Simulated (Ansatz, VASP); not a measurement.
## InP: VASP beside Ansatz

```
CELL_PARAMETERS angstrom
0.00000 2.88082 2.88082
2.88082 0.00000 2.88082
2.88082 2.88082 0.00000
ATOMIC_POSITIONS crystal
In 0.00000 0.00000 0.00000
P 0.75000 0.75000 0.75000
```

Change from the starting cell: volume scaled by 0.95.

Alike in both runs: task single point; functional PBE; k mesh 11 × 11 × 11; occupations fermi-dirac, width 0.03 eV; no spin polarisation.

|  | VASP | Ansatz |
| --- | --- | --- |
| version | VASP 6.6.1 | Ansatz 0.2.0 |
| potentials or method | VASP PAW PBE potentials, release 64 (In_d, P), cutoff 520 eV | all-electron LAPW, scalar-relativistic |

```tsv
	VASP	Ansatz	Ansatz less VASP
pressure (GPa)	7.6	7.6	+0.06
```

Ansatz ran all-electron here, and VASP with PAW potentials.
